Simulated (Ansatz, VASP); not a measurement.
**C in VASP and in Ansatz**

INCAR

```
PREC = Accurate
ENCUT = 1300
EDIFF = 1E-6
ISMEAR = 0
SIGMA = 0.05
LREAL = F
LASPH = T
NELM = 120
ALGO = Normal
ISIF = 2
LWAVE = F
LCHARG = F
NBANDS = 11
GGA_COMPAT = F
```

KPOINTS

```
regular mesh
0
Gamma
  12 12 12
```

File POSCAR:

```
C
1.0
    0.0000000000      2.0460861110      1.7348691297
    1.5163550790      0.0000000000      1.7348691297
    1.5163550790      2.0460861110      0.0000000000
C
2
Direct
    0.5000000000      0.5000000000      0.5000000000
    0.7500000000      0.7500000000      0.7500000000
```

Input for Ansatz:

```yaml
crystal:
  lattice:
    - [0.0, 2.046086111, 1.7348691297]
    - [1.516355079, 0.0, 1.7348691297]
    - [1.516355079, 2.046086111, 0.0]
  atoms:
    - { symbol: C, position: [0.5, 0.5, 0.5] }
    - { symbol: C, position: [0.75, 0.75, 0.75] }
basis:
  ecutwfc: 520.0
kpoints:
  mp_grid: { grid: [12, 12, 12] }
hamiltonian:
  xc: lda
  pseudopotentials: { kind: paw, azcp: { folder: soft_1 } }
scf:
  occupations: { method: gaussian, width: 0.05 }
output:
  forces: true
  stress: true
  eigenvalues: true
```

Change from the starting cell: strain +e along x and -e along y -0.1500, strain +e along z and -e/2 along x and y -0.0175.

Alike in both runs: task single point; functional LDA; k mesh 12 × 12 × 12; occupations gaussian, width 0.05 eV; no spin polarisation.

|  | VASP | Ansatz |
| --- | --- | --- |
| version | VASP 6.6.1 | Ansatz 0.2.0 |
| potentials or method | VASP PAW LDA potentials, release 64 (C_h), cutoff 1300 eV | scalar-relativistic, plane waves, PAW |
| valence electrons in the cell | 8 | 8 |

```csv
,VASP,Ansatz,Ansatz less VASP
gap on the k mesh at the Fermi level (eV),none,none,-
pressure (GPa),13.5,12.5,-1.06
"traceless stress, the component that is largest in VASP (GPa)",-172.92,-173.11,-0.184
```

Ansatz warns that its potentials were made for another functional, while VASP's fit it. LDA's correlation is that of Perdew and Zunger in VASP and of Perdew and Wang (1992) in Ansatz. A gap of «none» marks a metal or a gap that the smearing closes.
